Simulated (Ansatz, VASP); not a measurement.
## One calculation of Sc, two programs

POSCAR

```
Sc
1.0
    0.0000000000      2.2705000000      2.2705000000
    2.3726725000      0.0000000000      2.2705000000
    2.3726725000      2.2705000000      0.0000000000
Sc
1
Direct
    0.0000000000      0.0000000000      0.0000000000
```

The input INCAR.step1:

```
PREC = Accurate
ENCUT = 520
ISMEAR = 0
SIGMA = 0.15
LREAL = F
LASPH = T
NELM = 80
NBANDS = 12
GGA = PE
ALGO = Normal
EDIFF = 1E-4
LWAVE = T
LCHARG = F
```

INCAR.step2

```
PREC = Accurate
ENCUT = 520
EDIFF = 1E-6
ISMEAR = 0
SIGMA = 0.15
LREAL = F
LASPH = T
NELM = 80
ALGO = Normal
ISIF = 2
LWAVE = F
LCHARG = F
METAGGA = R2SCAN
LMIXTAU = T
NBANDS = 12
ISTART = 1
```

KPOINTS

```
regular mesh
0
Gamma
  18 18 18
```

Input for Ansatz:

```yaml
crystal:
  lattice:
    - [0.0, 2.2705, 2.2705]
    - [2.3726725, 0.0, 2.2705]
    - [2.3726725, 2.2705, 0.0]
  atoms:
    - { symbol: Sc, position: [0.0, 0.0, 0.0] }
basis:
  ecutwfc: 500
kpoints:
  mp_grid: { grid: [18, 18, 18] }
hamiltonian:
  xc: r2scan
scf:
  occupations: { method: gaussian, width: 0.15 }
output:
  forces: true
  stress: true
  eigenvalues: true
```

Change from the starting cell: strain +0.0450 x Voigt [1, 0, 0, 0, 0, 0], atoms carried along.

Alike in both runs: task single point; functional r2SCAN; k mesh 18 × 18 × 18; occupations gaussian, width 0.15 eV; no spin polarisation.

|  | VASP | Ansatz |
| --- | --- | --- |
| version | VASP 6.6.1 | Ansatz 0.2.0 |
| potentials or method | VASP PAW PBE potentials, release 64 (Sc_sv), cutoff 520 eV | scalar-relativistic, plane waves, PAW |
| valence electrons in the cell | 11 | 11 |

|  | VASP | Ansatz | Ansatz less VASP |
| --- | --- | --- | --- |
| gap on the k mesh at the Fermi level (eV) | none | none | - |
| pressure (GPa) | 1.6 | 1.4 | -0.20 |
| traceless stress, the component that is largest in VASP (GPa) | -0.48 | -0.48 | -0.001 |

VASP's potentials were made for PBE, not for r2SCAN. A gap of «none» marks a metal or a gap that the smearing closes.
